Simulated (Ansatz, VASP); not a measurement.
**La3O in VASP and in Ansatz**

```xyz
4
Lattice="5.7652 0.0000 0.0000 -2.8826 4.9928 0.0000 0.0000 0.0000 3.5395" Properties=species:S:1:pos:R:3 pbc="T T T"
La    2.8826    0.0000    0.0000
La   -1.4413    2.4964    0.0000
La    1.4413    2.4964    0.0000
O     0.0000    0.0000    1.7697
```

Alike in both runs: task relaxation of cell and atoms; functional PBE; k mesh 3 × 3 × 6; occupations gaussian, width 0.1 eV; no spin polarisation.

|  | VASP | Ansatz |
| --- | --- | --- |
| version | VASP 6.6.1 | Ansatz 0.2.0 |
| potentials or method | VASP PAW PBE potentials, release 64 (La, O), cutoff 600 eV | scalar-relativistic, plane waves, PAW |
| valence electrons in the cell | 39 | 39 |

|  | VASP | Ansatz | Ansatz less VASP |
| --- | --- | --- | --- |
| gap on the k mesh at the Fermi level, each at its own relaxed structure (eV) | none | none | - |
| relaxed volume (Å³/atom) | 26.50 | 26.46 | -0.037 |
| relaxed length of the cell vector where the two differ most in proportion (Å) | 3.377 | 3.368 | -0.0082 |

A gap of «none» marks a metal or a gap that the smearing closes.

The k mesh is coarse, so the values compare programs but aren't converged. Spin-orbit coupling is off throughout.
